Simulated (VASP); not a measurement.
# Ta16N (a cell with a defect) in VASP: single point with PBE

Aim: the single point of Ta16N (a cell with a defect) with PBE.

All numbers are computed with VASP 6.6.1; they aren't measurements. Logs are shortened: lines on timing, memory, paths and dates and some standing lists are left out, and cuts for length are marked.

## 1. The cell of the first run

The cell holds a defect, 17 atoms: a = 6.638 Å, b = 6.638 Å, c = 6.638 Å, α = 90.00°, β = 90.00°, γ = 90.00°.

## 2. Single point, PBE

Contents of INCAR:

```
  ALGO = Normal
  EDIFF = 1E-6
  ENCUT = 520
  GGA = PE
  ISIF = 2
  ISMEAR = 0
  LASPH = T
  LCHARG = F
  LREAL = Auto
  LWAVE = F
  NBANDS = 104
  NELM = 100
  PREC = Accurate
  SIGMA = 0.1
```

Contents of KPOINTS:

```
Automatic mesh
0
Gamma
  4 4 4
  0.5 0.5 0.5
```

Contents of POSCAR:

```
Ta16N
1.0
    6.6381247865      0.0000000000      0.0000000000
    0.0000000000      6.6381247865      0.0000000000
    0.0000000000      0.0000000000      6.6381247865
Ta N
16 1
Direct
   -0.0204241415     -0.0000007532      0.0082473593
    0.5204249861     -0.0000009039      0.0082473593
    0.0002378684      0.4999996395      0.0025603616
   -0.0065526035     -0.0000004519      0.4937212097
    0.2500005730      0.2565525739      0.2562785508
    0.4997631269      0.4999996395      0.0025603616
    0.5065535988     -0.0000004519      0.4937212097
    0.7500003631      0.2549260604      0.2569202983
   -0.0049262406      0.4999993382      0.4930796129
    0.2500005730      0.7434462531      0.2562790027
    0.2500005730      0.2704244132      0.7417525519
    0.5049272359      0.4999994888      0.4930796129
    0.7500005137      0.7450727666      0.2569205995
    0.7500003631      0.2497621020      0.7474397002
    0.2500005730      0.7295751670      0.7417525519
    0.7500005137      0.7502368757      0.7474395495
    0.2500004223      0.0000003013     -0.1250000605
```

Potentials or basis: VASP PAW PBE potentials, release 64 (Ta_pv, N).

On the command line:

```bash
$ cat potpaw_PBE.64/Ta_pv/POTCAR potpaw_PBE.64/N/POTCAR > POTCAR
$ mpirun -np 1 vasp_std > vasp.out
```

OUTCAR:

```text
EDIFF = 1E-6
   ENCUT = 520
   GGA = PE
   ISIF = 2
   ISMEAR = 0
   LASPH = T
   LREAL = Auto
   NELM = 100
   PREC = Accurate

 ion  position               nearest neighbor table
   1  0.980  1.000  0.008-  17 2.00  13 2.81   8 2.81  16 2.84  14 2.84   5 2.97  10 2.97   2 3.05
                            15 3.09  11 3.09   4 3.22   3 3.32   3 3.32   4 3.42   2 3.59
   2  0.520  1.000  0.008-  17 2.00  13 2.81   8 2.81  16 2.84  14 2.84  10 2.97   5 2.97   1 3.05
                            15 3.09  11 3.09   7 3.22   6 3.32   6 3.32   7 3.42   1 3.59
   3  0.000  0.500  0.003-  11 2.84  15 2.84   5 2.86  10 2.86  13 2.87   8 2.87  16 2.90  14 2.90
                             9 3.26   6 3.32   1 3.32   1 3.32   6 3.32   9 3.38
   4  0.993  1.000  0.494-  13 2.82   8 2.82  16 2.86  14 2.86  10 2.88   5 2.88  15 2.97  11 2.97
                             1 3.22   7 3.23   9 3.32   9 3.32   7 3.41   1 3.42
   5  0.250  0.257  0.256-  12 2.82   9 2.82   6 2.86   3 2.86   7 2.88   4 2.88   2 2.97   1 2.97
                            11 3.22  10 3.23   8 3.32   8 3.32  10 3.41  11 3.42
   6  0.500  0.500  0.003-  11 2.84  15 2.84   5 2.86  10 2.86   8 2.87  13 2.87  14 2.90  16 2.90
                            12 3.26   3 3.32   2 3.32   2 3.32   3 3.32  12 3.38
   7  0.507  1.000  0.494-   8 2.82  13 2.82  14 2.86  16 2.86  10 2.88   5 2.88  15 2.97  11 2.97
                             2 3.22   4 3.23  12 3.32  12 3.32   4 3.41   2 3.42
   8  0.750  0.255  0.257-  12 2.78   9 2.78   1 2.81   2 2.81   7 2.82   4 2.82   6 2.87   3 2.87
                            13 3.25  14 3.26   5 3.32   5 3.32  14 3.38  13 3.38
   9  0.995  0.500  0.493-  13 2.78   8 2.78  11 2.81  15 2.81  10 2.82   5 2.82  14 2.87  16 2.87
                            12 3.25   3 3.26   4 3.32   4 3.32   3 3.38  12 3.38
  10  0.250  0.743  0.256-  12 2.82   9 2.82   6 2.86   3 2.86   7 2.88   4 2.88   2 2.97   1 2.97
                            15 3.22   5 3.23  13 3.32  13 3.32   5 3.41  15 3.42
  11  0.250  0.270  0.742-  17 2.00  12 2.81   9 2.81   6 2.84   3 2.84   7 2.97   4 2.97  15 3.05
                             2 3.09   1 3.09   5 3.22  14 3.32  14 3.32   5 3.42  15 3.59
  12  0.505  0.500  0.493-  13 2.78   8 2.78  11 2.81  15 2.81  10 2.82   5 2.82  16 2.87  14 2.87
                             9 3.25   6 3.26   7 3.32   7 3.32   6 3.38   9 3.38
  13  0.750  0.745  0.257-  12 2.78   9 2.78   1 2.81   2 2.81   4 2.82   7 2.82   3 2.87   6 2.87
                             8 3.25  16 3.26  10 3.32  10 3.32  16 3.38   8 3.38
  14  0.750  0.250  0.747-   1 2.84   2 2.84   7 2.86   4 2.86  12 2.87   9 2.87   6 2.90   3 2.90
                             8 3.26  16 3.32  11 3.32  11 3.32  16 3.32   8 3.38
  15  0.250  0.730  0.742-  17 2.00  12 2.81   9 2.81   6 2.84   3 2.84   7 2.97   4 2.97  11 3.05
                             2 3.09   1 3.09  10 3.22  16 3.32  16 3.32  10 3.42  11 3.59
  16  0.750  0.750  0.747-   1 2.84   2 2.84   4 2.86   7 2.86  12 2.87   9 2.87   3 2.90   6 2.90
                            13 3.26  14 3.32  15 3.32  15 3.32  14 3.32  13 3.38
  17  0.250  0.000  0.875-  11 2.00   1 2.00   2 2.00  15 2.00

  LATTYP: Found a simple cubic cell.
 ALAT       =     6.6381247865

  Lattice vectors:

 A1 = (   6.6381247865,   0.0000000000,   0.0000000000)
 A2 = (   0.0000000000,   6.6381247865,   0.0000000000)
[... 161 lines left out ...]
     AMIX_MAG =   1.60;   BMIX_MAG =  1.00
  volume/ion in A,a.u.               =      17.21       116.11
  Fermi-wavevector in a.u.,A,eV,Ry     =   1.395047  2.636257 26.479074  1.946157
  Thomas-Fermi vector in A             =   2.518537
   LORBIT       =      0    0 simple, 1 ext, 2 COOP (PROOUT), +10 PAW based schemes
   GGA     = PE    functional components
   LHFCALC =     F    Hartree Fock is set to
   AEXX    =    0.0000 exact exchange contribution
   IVDW    =     0    specifies the selected vdW correction
   LEPSILON=     F    determine dielectric tensor
   LRPA    =     F    only Hartree local field effects (RPA)
 non-spin polarized calculation
 Gauss-broadening in eV      SIGMA  =   0.10
  energy-cutoff  :      520.00
  volume of cell :      292.51
 maximum number of plane-waves:      7914
 NGX is ok and might be reduce to    50
   NGX = 25   NGY = 25   NGZ = 25

 number of electron     180.9999978 magnetization

 Free energy of the ion-electron system (eV)
  ---------------------------------------------------
  ext. energy  EPLUGINS =         0.00000000
  ---------------------------------------------------
  free energy    TOTEN  =      -198.36296839 eV

  energy without entropy =     -198.28824589  energy(sigma->0) =     -198.32560714

 E-fermi :   5.7192     XC(G=0): -12.6481

 val. band max:        5.7031702377   @ k =   0.3750   0.1250   0.1250
 cond. band min:       5.7564582058   @ k =   0.1250   0.1250   0.3750
 fundamental gap:      0.0532879681
 Fermi energy:         5.7192423484

 k-point     1 :       0.1250    0.1250    0.1250
  band No.  band energies     occupation
      1     -28.8832      2.00000
      2     -28.6659      2.00000
      3     -28.6242      2.00000
      4     -28.6217      2.00000
      5     -28.5905      2.00000
      6     -28.5727      2.00000
[... 619 lines left out ...]
    101       8.6366      0.00000
    102       8.7582      0.00000
 [bands above 102 left out]

------------------------ aborting loop because EDIFF is reached ----------------------------------------

  FORCE on cell =-STRESS in cart. coord.  units (eV):
  Direction    XX          YY          ZZ          XY          YZ          ZX
  --------------------------------------------------------------------------------------
  -------------------------------------------------------------------------------------
  Total       14.2493847     14.2493847     10.2024088      0.0000000      0.0000000      0.0000000
  in kB       78.0495597     78.0495597     55.8826598      0.0000000      0.0000000      0.0000000
  external PRESSURE =      70.6605931 kB  Pullay stress =       0.0000000 kB

 VOLUME and BASIS-vectors are now :
 -----------------------------------------------------------------------------
  energy-cutoff  :      520.00
  volume of cell :      292.51
      direct lattice vectors                 reciprocal lattice vectors
     6.638124786  0.000000000  0.000000000     0.150644954  0.000000000  0.000000000
     0.000000000  6.638124786  0.000000000     0.000000000  0.150644954  0.000000000
     0.000000000  0.000000000  6.638124786     0.000000000  0.000000000  0.150644954

 POSITION                                       TOTAL-FORCE (eV/Angst)
 -----------------------------------------------------------------------------------
      6.50255      6.63812      0.05475        -0.048084     -0.000000      0.020161
      3.45465      6.63812      0.05475         0.048084     -0.000000      0.020161
      0.00158      3.31906      0.01700        -0.002588     -0.000000     -0.001595
      6.59463      6.63812      3.27738        -0.000845     -0.000000      0.000504
      1.65954      1.70303      1.70121         0.000000      0.000845     -0.000504
      3.31749      3.31906      0.01700         0.002588     -0.000000     -0.001595
[... 9 lines left out ...]
      4.97860      4.98017      4.96160        -0.000000     -0.002588      0.001595
      1.65953      0.00000      5.80836         0.000000     -0.000000     -0.000000
 -----------------------------------------------------------------------------------
    total drift:                               -0.000759      0.018503     -0.000279

  FREE ENERGIE OF THE ION-ELECTRON SYSTEM (eV)
  ---------------------------------------------------
  free  energy   TOTEN  =      -198.3629683933 eV

  energy  without entropy=     -198.2882458945  energy(sigma->0) =     -198.32560714
```

It took 3.2 min on 1 thread of Intel Xeon Platinum 8559C (Emerald Rapids), shared host; peak memory 0.42 GiB.

Results:

- Free energy: -198.3630 eV
- Pressure: 7.1 GPa
- Largest force: 0.052 eV/Å

Forces on the atoms (eV/Å):
```
Ta  -0.048  0.000  0.020
Ta   0.048  0.000  0.020
Ta  -0.003  0.000 -0.002
Ta  -0.001  0.000  0.001
Ta   0.000  0.001 -0.001
Ta   0.003  0.000 -0.002
Ta   0.001  0.000  0.001
Ta   0.000 -0.001 -0.003
Ta   0.001  0.000  0.003
Ta   0.000 -0.001 -0.001
Ta   0.000  0.048 -0.020
Ta  -0.001  0.000  0.003
Ta   0.000  0.001 -0.003
Ta   0.000  0.003  0.002
Ta   0.000 -0.048 -0.020
Ta   0.000 -0.003  0.002
N    0.000  0.000  0.000
```

Stress tensor (GPa, compression positive):
```
7.80 0.00 0.00
0.00 7.80 0.00
0.00 0.00 5.59
```

Caveat: spin-orbit coupling is left out, which moves the levels of the heavy elements.
